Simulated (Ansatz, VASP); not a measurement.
Two plane-wave programs on BaS

Contents of POSCAR:

```
BaS
1.0
    0.0000000000      3.1937500000      3.1937500000
    3.1937500000      0.0000000000      3.1937500000
    3.1937500000      3.1937500000      0.0000000000
Ba S
1 1
Direct
    0.0000000000      0.0000000000      0.0000000000
    0.5000000000      0.5000000000      0.5000000000
```

File INCAR.step1:

```
SYSTEM = BaS
ALGO = Normal ; EDIFF = 1E-4
ENCUT = 520 ; GGA = PE
ISMEAR = -1 ; LASPH = .True.
LCHARG = .False. ; LREAL = .False.
LWAVE = .True. ; NBANDS = 15
NELM = 80 ; PREC = Accurate
SIGMA = 0.02
```

Contents of INCAR.step2:

```
SYSTEM = BaS
ALGO = Normal ; EDIFF = 1E-8
ENCUT = 520 ; ISIF = 2
ISMEAR = -1 ; ISTART = 1
LASPH = .True. ; LCHARG = .False.
LEFG = .True. ; LMIXTAU = .True.
LREAL = .False. ; LWAVE = .False.
METAGGA = R2SCAN ; NBANDS = 15
NELM = 80 ; PREC = Accurate
SIGMA = 0.02
```

KPOINTS

```
k-points
0
Gamma
  8 8 8
  0 0 0
```

Input for Ansatz:

```yaml
crystal:
  lattice:
    - [0.0, 3.19375, 3.19375]
    - [3.19375, 0.0, 3.19375]
    - [3.19375, 3.19375, 0.0]
  atoms:
    - { symbol: Ba, position: [0.0, 0.0, 0.0] }
    - { symbol: S, position: [0.5, 0.5, 0.5] }
kpoints:
  mp_grid: { grid: [8, 8, 8] }
  band_path:
    path:
      - [0.0, 0.0, 0.0]
      - [0.5, 0.0, 0.5]
      - [0.625, 0.25, 0.625]
      - [0.375, 0.375, 0.75]
      - [0.0, 0.0, 0.0]
      - [0.5, 0.5, 0.5]
      - [0.5, 0.25, 0.75]
      - [0.5, 0.0, 0.5]
    npoints: 5
scf:
  occupations: { method: fermi_dirac, width: 0.02 }
hamiltonian:
  xc: r2scan
  pseudopotentials: { kind: paw }
output:
  forces: true
  stress: true
  eigenvalues: true
  efg: { contact_densities: true }
```

Alike in both runs: task electric field gradients; functional r2SCAN; k mesh 8 × 8 × 8; occupations fermi-dirac, width 0.02 eV; no spin polarisation.

```csv
,VASP,Ansatz
version,VASP 6.6.1,Ansatz 0.2.0
potentials or method,"VASP PAW PBE potentials, release 64 (Ba_sv, S)","PAW with Ansatz's default frozen-core files, scalar-relativistic"
plane-wave cutoff (eV),520,500
valence electrons in the cell,16,16
```

VASP gave:

- gap on the k mesh at the Fermi level (eV): 2.46
- pressure (GPa): 1.4

Problem. Which values does Ansatz return?

Solution. gap on the k mesh at the Fermi level (eV): 2.55; pressure (GPa): 0.8.

VASP's potentials were made for PBE, not for r2SCAN.

Neither program's run includes spin-orbit coupling.
